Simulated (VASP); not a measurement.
V, 2 atoms in the cell. It takes space group Im-3m (No. 229, cubic). The conventional cell has a = 2.958 Å, b = 2.958 Å, c = 2.958 Å, α = 90.00°, β = 90.00°, γ = 90.00°. Within 3.4 Å of V (site symmetry m-3m) lie 14 V at 2.56 to 2.96 Å. 

- Program: VASP 6.6.1
- Task: single point
- Functional: PBEsol
- Potentials or basis: VASP PAW PBE potentials, release 64 (V_sv)
- Cutoff: 520 eV
- k mesh: 20 × 20 × 10
- Occupations: gaussian, width 0.05 eV
- Spin: collinear spin, antiferromagnetic start
- Starting moments: [1.0, -1.0] μB
- Dipole correction: no
- Further INCAR settings: ALGO = Normal; EDIFF = 1e-06; NBANDS = 24

Potentials or basis: VASP PAW PBE potentials, release 64 (V_sv).

Run with:

```console
$ cat potpaw_PBE.64/V_sv/POTCAR > POTCAR
$ mpirun -np 1 vasp_std > vasp.out
```

Hardware: 1 thread of Intel(R) Xeon(R) 6975P-C (Granite Rapids) (shared host).

Task: Estimate the wall time of this run.

Result: Run time: 72 s on 1 thread of Intel(R) Xeon(R) 6975P-C (Granite Rapids), with other jobs on the host, peak memory 0.26 GiB. Counts: scf iterations 13, k points 146.
